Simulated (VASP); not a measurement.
# Pb (I4_1/amd) in VASP: a series of runs

Pb is run at these levels: PBE; tasks: single point.

All numbers are computed with VASP 6.6.1; they aren't measurements. Logs are shortened: lines on timing, memory, paths and dates and some standing lists are left out, and cuts for length are marked.

**1. The cell of the first run**

Symmetry: I4_1/amd, No. 141, tetragonal system. The conventional cell has a = 4.620 Å, b = 4.620 Å, c = 2.496 Å, α = 90.00°, β = 90.00°, γ = 90.00°. Within 3.2 Å of Pb (site symmetry -4m2) lie 10 Pb at 2.39 to 2.97 Å.

**2. Single point, PBE**

File INCAR:

```
SYSTEM = Pb
  ALGO = Normal
  EDIFF = 1E-6
  ENCUT = 520
  GGA = PE
  ISIF = 2
  ISMEAR = -1
  LASPH = .True.
  LCHARG = .True.
  LELF = .True.
  LREAL = .False.
  LVHAR = .True.
  LWAVE = .False.
  NBANDS = 21
  NELM = 60
  PREC = Accurate
  SIGMA = 0.05
```

File KPOINTS:

```
k-points
0
Gamma
  14 14 14
  0 0 0
```

File POSCAR:

```
Pb
1.0
   -2.3100256568      2.3100256568      1.2479431624
    2.3100256568     -2.3100256568      1.2479431624
    2.3100256568      2.3100256568     -1.2479431624
Pb
2
Direct
   -0.3750000000     -0.1250000000     -0.2500000000
    0.3750000000      0.1250000000      0.2500000000
```

Potentials or basis: VASP PAW PBE potentials, release 64 (Pb_d).

On the command line:

```bash
$ cat potpaw_PBE.64/Pb_d/POTCAR > POTCAR
$ mpirun -np 1 vasp_std > vasp.out
```

OUTCAR:

```text
SYSTEM = Pb
   EDIFF = 1E-6
   ENCUT = 520
   GGA = PE
   ISIF = 2
   ISMEAR = -1
   LASPH = .True.
   LREAL = .False.
   NELM = 60
   PREC = Accurate

 ion  position               nearest neighbor table
   1  0.625  0.875  0.750-   2 2.39   2 2.39   2 2.39   2 2.39   2 2.97   2 2.97   2 2.97   2 2.97
                             2 3.88   2 3.88
   2  0.375  0.125  0.250-   1 2.39   1 2.39   1 2.39   1 2.39   1 2.97   1 2.97   1 2.97   1 2.97
                             1 3.88   1 3.88

  LATTYP: Found a body centered tetragonal cell.
 ALAT       =     4.6200513136
 C/A-ratio  =     0.5402291350

  Lattice vectors:

 A1 = (  -2.3100256568,   2.3100256568,   1.2479431624)
 A2 = (   2.3100256568,  -2.3100256568,   1.2479431624)
 A3 = (   2.3100256568,   2.3100256568,  -1.2479431624)

Analysis of symmetry for initial positions (statically):
=====================================================================
 Subroutine PRICEL returns:
 Original cell was already a primitive cell.

 Routine SETGRP: Setting up the symmetry group for a
 body centered tetragonal supercell.

 Subroutine GETGRP returns: Found 16 space group operations
 (whereof  4 operations were pure point group operations)
 out of a pool of 16 trial point group operations.

The static configuration has the point symmetry C_2h.
 The point group associated with its full space group is D_4h.

Analysis of symmetry for dynamics (positions and initial velocities):
=====================================================================
 Subroutine PRICEL returns:
 Original cell was already a primitive cell.

 Routine SETGRP: Setting up the symmetry group for a
 body centered tetragonal supercell.

 Subroutine GETGRP returns: Found 16 space group operations
 (whereof  4 operations were pure point group operations)
 out of a pool of 16 trial point group operations.

The dynamic configuration has the point symmetry C_2h.
 The point group associated with its full space group is D_4h.

 Subroutine INISYM returns: Found 16 space group operations
 (whereof  4 operations are pure point group operations),
 and found     1 'primitive' translations

----------------------------------------------------------------------------------------

                                     Primitive cell

  volume of cell :      26.6372

  direct lattice vectors                    reciprocal lattice vectors
    -2.310025657  2.310025657  1.247943162     0.000000000  0.216447812  0.400659273
     2.310025657 -2.310025657  1.247943162     0.216447812  0.000000000  0.400659273
     2.310025657  2.310025657 -1.247943162     0.216447812  0.216447812  0.000000000

  length of vectors
     3.497112982  3.497112982  3.497112982     0.455387207  0.455387207  0.306103432

  position of ions in fractional coordinates (direct lattice)
     0.625000000  0.875000000  0.750000000
     0.375000000  0.125000000  0.250000000

  ion indices of the primitive-cell ions
   primitive index   ion index
                 1           1
                 2           2

----------------------------------------------------------------------------------------

 KPOINTS: k-points

Automatic generation of k-mesh.
 Grid dimensions read from file:
 generate k-points for:   14   14   14

 Generating k-lattice:

  Cartesian coordinates                     Fractional coordinates (reciprocal lattice)
     0.000000000  0.015460558  0.028618519     0.071428571 -0.000000000  0.000000000
     0.015460558  0.000000000  0.028618519    -0.000000000  0.071428571  0.000000000
     0.015460558  0.015460558  0.000000000     0.000000000  0.000000000  0.071428571

  Length of vectors
     0.032527658  0.032527658  0.021864531

  Shift w.r.t. Gamma in fractional coordinates (k-lattice)
     0.000000000  0.000000000  0.000000000

 Subroutine IBZKPT returns following result:
 ===========================================

 Found    244 irreducible k-points:

 Following reciprocal coordinates:
            Coordinates               Weight
  0.000000  0.000000  0.000000      1.000000
  0.071429 -0.000000  0.000000      8.000000
  0.142857 -0.000000  0.000000      8.000000
  0.214286 -0.000000  0.000000      8.000000
  0.285714  0.000000  0.000000      8.000000
  0.357143  0.000000  0.000000      8.000000
[... 16 lines left out ...]
  0.214286  0.142857  0.000000     16.000000
  0.285714  0.142857  0.000000     16.000000
 [... further k-points ...]
   k-points           NKPTS =    244   k-points in BZ     NKDIM =    244   number of bands    NBANDS=     21
   number of dos      NEDOS =    301   number of ions     NIONS =      2
   total plane-waves  NPLWV =  21952
   dimension x,y,z NGX =    28 NGY =   28 NGZ =   28
   dimension x,y,z NGXF=    56 NGYF=   56 NGZF=   56
   ions per type =               2
   NGX,Y,Z   is equivalent  to a cutoff of  13.31, 13.31, 13.31 a.u.
   NGXF,Y,Z  is equivalent  to a cutoff of  26.62, 26.62, 26.62 a.u.
 SYSTEM =  Pb
   PREC   = accura    normal or accurate (medium, high low for compatibility)
   ISTART =      0    job   : 0-new  1-cont  2-samecut
   ICHARG =      2    charge: 1-file 2-atom 10-const
   ISPIN  =      1    spin polarized calculation?
   LNONCOLLINEAR =      F non collinear calculations
   LSORBIT =      F    spin-orbit coupling
   LASPH  =      T    aspherical Exc in radial PAW
   ENCUT  =  520.0 eV  38.22 Ry    6.18 a.u.   6.50  6.50  6.50*2*pi/ulx,y,z
   NELM   =     60;   NELMIN=  2; NELMDL= -5     # of ELM steps
   EDIFF  = 0.1E-05   stopping-criterion for ELM
   LREAL  =      F    real-space projection
[... 7 lines left out ...]
   TEBEG  =    0.0;   TEEND  =   0.0 temperature during run
   PSTRESS=    0.0 pullay stress
   NELECT =      28.0000    total number of electrons
   NUPDOWN=      -1.0000    fix difference up-down
   EMIN   =  10.00;   EMAX   =-10.00  energy-range for DOS
   EFERMI =   0.00;   METHOD = LEGACY
   ISMEAR =    -1;   SIGMA  =   0.05  broadening in eV -4-tet -1-fermi 0-gaus
   EFERMI_NEDOS =   21; number of points for ismear=-14 and -15
   IALGO  =     38    algorithm
   IMIX   =      4    mixing-type and parameters
     AMIX     =   0.40;   BMIX     =  1.00
     AMIX_MAG =   1.60;   BMIX_MAG =  1.00
  volume/ion in A,a.u.               =      13.32        89.88
  Fermi-wavevector in a.u.,A,eV,Ry     =   1.664555  3.145552 37.698233  2.770742
  Thomas-Fermi vector in A             =   2.751078
   LORBIT       =      0    0 simple, 1 ext, 2 COOP (PROOUT), +10 PAW based schemes
   GGA     = PE    functional components
   LHFCALC =     F    Hartree Fock is set to
   AEXX    =    0.0000 exact exchange contribution
   IVDW    =     0    specifies the selected vdW correction
   LEPSILON=     F    determine dielectric tensor
   LRPA    =     F    only Hartree local field effects (RPA)
 non-spin polarized calculation
  energy-cutoff  :      520.00
  volume of cell :       26.64
 maximum number of plane-waves:       735
 NGX is ok and might be reduce to    28
   NGX = 13   NGY = 13   NGZ = 13

 number of electron      27.9999995 magnetization

 Free energy of the ion-electron system (eV)
  ---------------------------------------------------
  ext. energy  EPLUGINS =         0.00000000
  ---------------------------------------------------
  free energy    TOTEN  =         9.72452731 eV

  energy without entropy =        9.72876124  energy(sigma->0) =        9.72664427

 E-fermi :  22.8886     XC(G=0): -14.7913

 val. band max:       22.8791338596   @ k =   0.3571   0.3571   0.0000
 cond. band min:      22.8943374000   @ k =  -0.0714  -0.2857   0.0714
 fundamental gap:      0.0152035404
 Fermi energy:        22.8886148542

 k-point     1 :       0.0000    0.0000    0.0000
  band No.  band energies     occupation
      1      -0.6189      2.00000
      2      -0.2397      2.00000
      3       0.2431      2.00000
      4       0.3281      2.00000
      5       0.5526      2.00000
      6       2.8516      2.00000
[... 13 lines left out ...]
     20      35.5541      0.00000
     21      35.7222      0.00000

 k-point     2 :       0.0714   -0.0000    0.0000
  band No.  band energies     occupation
      1      -0.5898      2.00000
      2      -0.1760      2.00000
      3       0.4104      2.00000
      4       0.4283      2.00000
      5       0.7586      2.00000
      6       2.6097      2.00000
[... 13 lines left out ...]
     20      33.9242      0.00000
     21      34.7748      0.00000

 k-point     3 :       0.1429   -0.0000    0.0000
  band No.  band energies     occupation
      1      -0.4959      2.00000
      2       0.0040      2.00000
      3       0.5945      2.00000
      4       0.8600      2.00000
      5       1.4392      2.00000
      6       2.2007      2.00000
[... 13 lines left out ...]
     20      31.5191      0.00000
     21      33.2436      0.00000

 k-point     4 :       0.2143   -0.0000    0.0000
  band No.  band energies     occupation
      1      -0.3513      2.00000
      2       0.2589      2.00000
      3       0.6838      2.00000
      4       1.4072      2.00000
      5       1.7562      2.00000
      6       2.2373      2.00000
[... 13 lines left out ...]
     20      32.2610      0.00000
     21      32.8181      0.00000

 k-point     5 :       0.2857    0.0000    0.0000
  band No.  band energies     occupation
      1      -0.2064      2.00000
      2       0.4726      2.00000
      3       0.6197      2.00000
      4       1.4417      2.00000
      5       1.5134      2.00000
      6       2.3542      2.00000
[... 13 lines left out ...]
     20      31.8754      0.00000
     21      34.6587      0.00000

 k-point     6 :       0.3571    0.0000    0.0000
  band No.  band energies     occupation
      1      -0.1186      2.00000
      2       0.4440      2.00000
      3       0.5666      2.00000
      4       1.1000      2.00000
      5       1.4744      2.00000
      6       2.2295      2.00000
[... 13 lines left out ...]
     20      31.7990      0.00000
     21      36.6027      0.00000

 k-point     7 :       0.4286   -0.0000    0.0000
  band No.  band energies     occupation
      1      -0.0718      2.00000
      2       0.2957      2.00000
      3       0.5907      2.00000
      4       0.7074      2.00000
      5       1.6989      2.00000
      6       2.0724      2.00000
[... 13 lines left out ...]
     20      32.3516      0.00000
     21      36.2088      0.00000
[... 291 lines left out ...]
      1      -0.5183      2.00000
      2      -0.0793      2.00000
      3       0.3751      2.00000
      4       0.4074      2.00000
      5       0.9253      2.00000
      6       2.6357      2.00000
[... 13 lines left out ...]
     20      34.4901      0.00000
     21      35.5594      0.00000

 k-point    21 :      -0.0714    0.0714    0.0000
  band No.  band energies     occupation
      1      -0.5809      2.00000
      2      -0.1898      2.00000
      3       0.2286      2.00000
      4       0.3107      2.00000
      5       0.6469      2.00000
      6       2.8305      2.00000
[... 13 lines left out ...]
     20      35.5517      0.00000
     21      35.6590      0.00000

 k-point    22 :       0.1429    0.1429    0.0000
  band No.  band energies     occupation
      1      -0.2957      2.00000
      2       0.4343      2.00000
      3       0.6385      2.00000
      4       1.4188      2.00000
      5       1.8686      2.00000
      6       2.0891      2.00000
[... 13 lines left out ...]
     20      32.0904      0.00000
     21      33.3194      0.00000

 k-point    23 :       0.2143    0.1429    0.0000
  band No.  band energies     occupation
      1      -0.2499      2.00000
      2       0.3930      2.00000
      3       0.6688      2.00000
      4       1.4007      2.00000
      5       1.6653      2.00000
      6       1.9645      2.00000
[... 13 lines left out ...]
     20      32.4321      0.00000
     21      34.4803      0.00000

 k-point    24 :       0.2857    0.1429    0.0000
  band No.  band energies     occupation
      1      -0.2562      2.00000
      2       0.2022      2.00000
      3       0.8411      2.00000
      4       1.1996      2.00000
      5       1.6021      2.00000
      6       1.8229      2.00000
[... 13 lines left out ...]
     20      32.6126      0.00000
     21      35.3856      0.00000

 [... further k-points ...]
[... 5 lines left out ...]
  --------------------------------------------------------------------------------------
  -------------------------------------------------------------------------------------
  Total       54.4416646     54.4416646     54.3659297      0.0000000     -0.0000000      0.0000000
  in kB     3274.5646876   3274.5646876   3270.0093727      0.0000000     -0.0000000      0.0000000
  external PRESSURE =    3273.0462493 kB  Pullay stress =       0.0000000 kB

 VOLUME and BASIS-vectors are now :
 -----------------------------------------------------------------------------
  energy-cutoff  :      520.00
  volume of cell :       26.64
      direct lattice vectors                 reciprocal lattice vectors
    -2.310025657  2.310025657  1.247943162     0.000000000  0.216447812  0.400659273
     2.310025657 -2.310025657  1.247943162     0.216447812  0.000000000  0.400659273
     2.310025657  2.310025657 -1.247943162     0.216447812  0.216447812  0.000000000

 POSITION                                       TOTAL-FORCE (eV/Angst)
 -----------------------------------------------------------------------------------
      2.31003      1.15501      0.93596         0.000000      0.000000     -0.000000
      0.00000      1.15501      0.31199        -0.000000     -0.000000      0.000000
 -----------------------------------------------------------------------------------
    total drift:                                0.000000      0.000000     -0.000000

  FREE ENERGIE OF THE ION-ELECTRON SYSTEM (eV)
  ---------------------------------------------------
  free  energy   TOTEN  =         9.7245273074 eV

  energy  without entropy=        9.7287612424  energy(sigma->0) =        9.72664427
```

Wall time 88 s (1 thread of Intel Xeon 6975P-C (Granite Rapids), shared host); peak memory 0.24 GiB.

Results:

| Item | Value |
| --- | --- |
| Free energy | 9.7245 eV |
| Pressure | 327.3 GPa |
| Band gap on the k mesh | zero (band 14 reaches 25.58 eV, above the bottom of band 15 at 16.91 eV) |

Stress tensor (GPa, compression positive):
```
327.46   0.00   0.00
  0.00 327.46   0.00
  0.00   0.00 327.00
```

Caveat: spin-orbit coupling is left out, which moves the levels of the heavy elements.

(Continued in part 2 of 2.)
